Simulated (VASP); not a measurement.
A run of VASP 6.6.1 is set up as follows.

File INCAR:

```
SYSTEM = WC
  PREC = Accurate
  ENCUT = 520
  EDIFF = 1E-6
  ISMEAR = -1
  SIGMA = 0.05
  LREAL = .FALSE.
  LASPH = .TRUE.
  NELM = 100
  ALGO = Normal
  ISIF = 2
  LWAVE = .FALSE.
  LCHARG = .FALSE.
  GGA = PS
  NBANDS = 16
```

File KPOINTS:

```
Automatic mesh
0
G
  10 10 9
  0 0 0
```

Contents of POSCAR:

```
WC
1.0
    2.8529329834      0.0000000000      0.0000000000
   -1.4264664917      2.4707124389      0.0000000000
    0.0000000000      0.0000000000      2.7916523244
W C
1 1
Direct
    0.0000000000      0.0000000000      0.0000000000
    0.6666666667      0.3333333333      0.5000000000
```

Potentials or basis: VASP PAW PBE potentials, release 64 (W_sv, C).

Run with:

```console
$ cat potpaw_PBE.64/W_sv/POTCAR potpaw_PBE.64/C/POTCAR > POTCAR
$ mpirun -np 1 vasp_std > vasp.out
```

Predict the band gap on the k mesh.

zero (bands 9 and 10 overlap by 1.28 eV).

Estimate the pressure.

21.6 GPa.

Stress tensor (GPa, compression positive):
```
21.47  0.00  0.00
 0.00 21.47  0.00
 0.00  0.00 21.89
```

Caveat: the cell stands under pressure; the PAW data sets were made with another functional, which shifts forces and pressure a little; spin-orbit coupling is left out, which moves the levels of the heavy elements.
